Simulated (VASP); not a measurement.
# ScAl (Pm-3m) in VASP: further runs, part 2 of 2

VASP 6.6.1. Earlier steps stand in the parts before.

### Step 4. Vibrations by perturbation theory, PBEsol (volume scaled by 1.015)

INCAR reads:

```
SYSTEM = ScAl
PREC = Accurate ; ENCUT = 520
EDIFF = 1E-8 ; ISMEAR = -1
SIGMA = 0.08 ; LREAL = .FALSE.
LASPH = .TRUE. ; NELM = 80
ALGO = Normal ; ISIF = 2
LWAVE = .FALSE. ; LCHARG = .TRUE.
GGA = PS ; IBRION = 8
NSW = 1
```

KPOINTS reads:

```
regular mesh
0
G
  12 12 12
  0 0 0
```

POSCAR reads:

```
ScAl
1.0
    3.3618344039      0.0000000000      0.0000000000
    0.0000000000      3.3618344039      0.0000000000
    0.0000000000      0.0000000000      3.3618344039
Sc Al
1 1
Direct
    0.5000000000      0.5000000000      0.5000000000
    0.0000000000      0.0000000000      0.0000000000
```

Potentials or basis: VASP PAW PBE potentials, release 64 (Sc_sv, Al).

On the command line:

```sh
cat potpaw_PBE.64/Sc_sv/POTCAR potpaw_PBE.64/Al/POTCAR > POTCAR
mpirun -np 1 vasp_std > vasp.out
```

OUTCAR:

```text
SYSTEM = ScAl
   PREC = Accurate
   ENCUT = 520
   EDIFF = 1E-8
   ISMEAR = -1
   LREAL = .FALSE.
   LASPH = .TRUE.
   NELM = 80
   ISIF = 2
   GGA = PS
   IBRION = 8
   NSW = 1

 ion  position               nearest neighbor table
   1  0.500  0.500  0.500-   2 2.91   2 2.91   2 2.91   2 2.91   2 2.91   2 2.91   2 2.91   2 2.91

   2  0.000  0.000  0.000-   1 2.91   1 2.91   1 2.91   1 2.91   1 2.91   1 2.91   1 2.91   1 2.91

  LATTYP: Found a simple cubic cell.
 ALAT       =     3.3618344039

  Lattice vectors:

 A1 = (   3.3618344039,   0.0000000000,   0.0000000000)
 A2 = (   0.0000000000,   3.3618344039,   0.0000000000)
 A3 = (   0.0000000000,   0.0000000000,   3.3618344039)

Analysis of symmetry for initial positions (statically):
=====================================================================
 Subroutine PRICEL returns:
 Original cell was already a primitive cell.

 Routine SETGRP: Setting up the symmetry group for a
 simple cubic supercell.

 Subroutine GETGRP returns: Found 48 space group operations
 (whereof 48 operations were pure point group operations)
 out of a pool of 48 trial point group operations.

The static configuration has the point symmetry O_h .

Analysis of symmetry for dynamics (positions and initial velocities):
=====================================================================
 Subroutine PRICEL returns:
 Original cell was already a primitive cell.

 Routine SETGRP: Setting up the symmetry group for a
 simple cubic supercell.

 Subroutine GETGRP returns: Found 48 space group operations
 (whereof 48 operations were pure point group operations)
 out of a pool of 48 trial point group operations.
[... 520 lines left out ...]
    total drift:                                0.000000      0.000000      0.000000

  FREE ENERGIE OF THE ION-ELECTRON SYSTEM (eV)
  ---------------------------------------------------
  free  energy   TOTEN  =       -11.6301050720 eV

  energy  without entropy=      -11.6118107210  energy(sigma->0) =      -11.62095790

[... ionic steps 2 to 3 ...]

--------------------------------------- Ionic step        4  -------------------------------------------

------------------------ aborting loop because EDIFF is reached ----------------------------------------

[... ionic steps 5 to 6 ...]

--------------------------------------- Ionic step        7  -------------------------------------------

 Free energy of the ion-electron system (eV)
  ---------------------------------------------------
  ---------------------------------------------------
  free energy    TOTEN  =        -0.00623026 eV

  energy without entropy =       -0.00623026

------------------------ aborting loop because EDIFF is reached ----------------------------------------

 INTERNAL STRAIN TENSOR  FOR ION    2  DIRECTION 1   (eV/Angst):
 -----------------------------------------------------------------------------
    -0.01475  0.00000  0.00000
     0.00000  0.00878 -0.00000
    -0.00000 -0.00000  0.00878

 INTERNAL STRAIN TENSOR FOR ION    2 for displacements in x,y,z  (eV/Angst):
          X           Y           Z          XY          YZ          ZX
  --------------------------------------------------------------------------------
  x     0.00000     0.00000     0.00000     0.00000     0.00000     0.00000
  y     0.00000     0.00000     0.00000     0.00000     0.00000     0.00000
  z     0.00000     0.00000     0.00000     0.00000     0.00000     0.00000

 SECOND DERIVATIVES (NOT SYMMETRIZED)
 ------------------------------------
               1X          1Y          1Z          2X          2Y          2Z
  1X    -5.009527    0.000000    0.000000    5.009527   -0.000000    0.000000
  1Y    -0.000000   -5.009527    0.000000    0.000000    5.009527    0.000000
  1Z     0.000000    0.000000   -5.009527    0.000000    0.000000    5.009527
  2X     5.004010    0.000000    0.000000   -5.004010    0.000000    0.000000
  2Y     0.000000    5.004010    0.000000    0.000000   -5.004010    0.000000
  2Z     0.000000    0.000000    5.004010    0.000000    0.000000   -5.004010

 Eigenvectors and eigenvalues of the dynamical matrix
 ----------------------------------------------------

   1 f  =    8.518300 THz    53.522055 2PiTHz  284.139893 cm-1    35.228841 meV
             X         Y         Z           dx          dy          dz
      1.680917  1.680917  1.680917     0.000000    0.000000   -0.612636
      0.000000  0.000000  0.000000     0.000000    0.000000    0.790365
[... 21 lines left out ...]
   6 f/i=    0.002272 THz     0.014278 2PiTHz    0.075800 cm-1     0.009398 meV
             X         Y         Z           dx          dy          dz
      1.680917  1.680917  1.680917     0.695123   -0.376139    0.000000
      0.000000  0.000000  0.000000     0.538811   -0.291557    0.000000

--------------------------------------------------------------------------------------------------------

 ELASTIC MODULI CONTR FROM IONIC RELAXATION (kBar)
 Direction    XX          YY          ZZ          XY          YZ          ZX
 --------------------------------------------------------------------------------
 XX           0.0000      0.0000      0.0000      0.0000      0.0000      0.0000
 YY           0.0000      0.0000      0.0000      0.0000      0.0000      0.0000
 ZZ           0.0000      0.0000      0.0000      0.0000      0.0000      0.0000
 XY           0.0000      0.0000      0.0000      0.0000      0.0000      0.0000
 YZ           0.0000      0.0000      0.0000      0.0000      0.0000      0.0000
 ZX           0.0000      0.0000      0.0000      0.0000      0.0000      0.0000
 --------------------------------------------------------------------------------
```

OSZICAR:

```text
N       E                     dE             d eps       ncg     rms          rms(c)
DAV:   1     0.140113170529E+03    0.14011E+03   -0.68077E+03  1928   0.119E+03
DAV:   2    -0.911982122122E+01   -0.14923E+03   -0.14597E+03  2080   0.400E+02
DAV:   3    -0.127538245833E+02   -0.36340E+01   -0.34610E+01  2915   0.798E+01
[... 46 lines left out ...]
RMM:   7    -0.623036434944E-02   -0.20324E-05   -0.11834E-07  7823   0.405E-03    0.668E-04
RMM:   8    -0.623001795770E-02    0.34639E-06   -0.16349E-08  8403   0.114E-03    0.275E-04
RMM:   9    -0.623026967556E-02   -0.25172E-06   -0.23241E-09  7869   0.337E-04    0.304E-05
RMM:  10    -0.623025365848E-02    0.16017E-07   -0.85964E-10  8301   0.137E-04    0.411E-05
RMM:  11    -0.623025813203E-02   -0.44735E-08   -0.59527E-10  8083   0.660E-05    0.143E-05
 Linear response finished
```

stdout:

```text
POSCAR found type information on POSCAR ScAl
 POSCAR found :  2 types and       2 ions
 scaLAPACK will be used
 -----------------------------------------------------------------------------
|                                                                             |
|                                                                             |
|     You enforced a specific xc type in the INCAR file but a different       |
|     I HOPE YOU KNOW WHAT YOU ARE DOING!                                     |
|                                                                             |
 -----------------------------------------------------------------------------

 LDA part: xc-table for (Slater+PW92), standard interpolation
 POSCAR, INCAR and KPOINTS ok, starting setup
 FFT: planning ... GRIDC
 FFT: planning ... GRID_SOFT
 FFT: planning ... GRID
 WAVECAR not read
 entering main loop
 Linear response reoptimize wavefunctions to high precision
 Linear response DOF=           2
 Linear response progress:
 first order change of Fermi-energy   0.83371E-03
 force on displaced ion       1 direction 1 :  -5.010   0.000  -0.000
 Linear response progress:
 first order change of Fermi-energy   0.26848E-04
 force on displaced ion       2 direction 1 :  -5.004  -0.000   0.000
 Linear response finished
```

It took 2.3 min on 1 thread of Intel Xeon 6975P-C (Granite Rapids), shared host; peak memory 0.35 GiB.

What came out:

| Quantity | Value |
| --- | --- |
| Highest phonon frequency at Γ, LO-TO splitting left out | 284 cm⁻¹ |

Phonon frequencies in cm⁻¹ (negative: imaginary):
```csv
q point,frequencies
"(0.000, 0.000, 0.000)",0 0 0 284 284 284
```

Caveat: the cell wasn't relaxed at this level first, which shifts response properties.
